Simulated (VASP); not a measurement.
Wanted: the native input for a VASP 6.6.1 run.

```
Task                   : single point
Functional             : PBE
Potentials or basis    : VASP PAW PBE potentials, release 64 (Ga_d, O)
Cutoff                 : 520 eV
k mesh                 : 3 × 5 × 5
Occupations            : fermi-dirac, width 0.02 eV
Spin                   : no spin polarisation
Dipole correction      : no
Further INCAR settings : LREAL = Auto; ALGO = Normal; EDIFF = 1e-07; NBANDS = 104
```

The structure of Ga2O3 lies in POSCAR:

```
Ga2O3
1.0
    6.9879748498      0.0000000000      0.0000000000
    0.0000000000      4.7633386616      0.0000000000
    0.0000000000      0.0000000000      4.8871532549
Ga O
8 12
Direct
    0.1169784324      0.7538285566      0.0340851914
    0.6169784324      0.7461714434      0.9659148086
    0.8830215676      0.7538285566      0.4659148086
    0.3830215676      0.7461714434      0.5340851914
    0.8830215676      0.2461714434      0.9659148086
    0.3830215676      0.2538285566      0.0340851914
    0.1169784324      0.2461714434      0.5340851914
    0.6169784324      0.2538285566      0.4659148086
    0.8471891816      0.6082010401      0.1036629304
    0.3471891816      0.8917989599      0.8963370696
    0.1528108184      0.6082010401      0.3963370696
    0.6528108184      0.8917989599      0.6036629304
    0.1528108184      0.3917989599      0.8963370696
    0.6528108184      0.1082010401      0.1036629304
    0.8471891816      0.3917989599      0.6036629304
    0.3471891816      0.1082010401      0.3963370696
    0.0000000000      0.0530884930      0.2500000000
    0.5000000000      0.4469115070      0.7500000000
    0.0000000000      0.9469115070      0.7500000000
    0.5000000000      0.5530884930      0.2500000000
```

The input as run:

INCAR

```
PREC = Accurate
ENCUT = 520
EDIFF = 1E-7
ISMEAR = -1
SIGMA = 0.02
LREAL = Auto
LASPH = True
NELM = 80
ALGO = Normal
ISIF = 2
LWAVE = False
LCHARG = True
GGA = PE
LELF = True
LVHAR = True
NBANDS = 104
```

KPOINTS

```
Automatic mesh
0
Gamma
  3 5 5
```

Potentials or basis: VASP PAW PBE potentials, release 64 (Ga_d, O).

The run is started by

```sh
$ cat potpaw_PBE.64/Ga_d/POTCAR potpaw_PBE.64/O/POTCAR > POTCAR
$ mpirun -np 1 vasp_std > vasp.out
```

It gave:

```json
{"Pressure": "57.9 GPa", "Largest force": "0.036 eV/Å", "Band gap on the k mesh": "4.10 eV (least direct gap 4.24 eV)"}
```

Caveat: the cell stands under pressure.

It took 18 min on 1 thread of Oxide Virtual Turin-like Processor, with other jobs on the host, peak memory 0.33 GiB.
